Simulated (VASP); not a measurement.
Crystal: MgS.

```
Mg S
1.0
     0.00000    2.83087    2.83087
     2.83087    0.00000    2.83087
     2.83087    2.83087    0.00000
Mg S
1 1
Cartesian
  0.0000 0.0000 0.0000
  4.2463 4.2463 4.2463
```

Base run:

```yaml
Program: VASP 6.6.1
Functional: HSE06
Potentials_or_basis: VASP PAW PBE potentials, release 64 (Mg, S)
Cutoff: 520 eV
k_mesh: 6 × 6 × 6
Occupations: gaussian, width 0.01 eV
Spin: no spin polarisation
```

Its results: band gap on the k mesh 4.51 eV.

Task: The run is repeated on the same cell with these changes: functional from HSE06 to r2SCAN; further incar settings from ALGO = Normal; EDIFF = 1e-07; NBANDS = 11 to ALGO = Normal; EDIFF = 1e-08. What comes out?

Result: Band gap on the k mesh 4.13 eV.

A k mesh can miss the band edges.
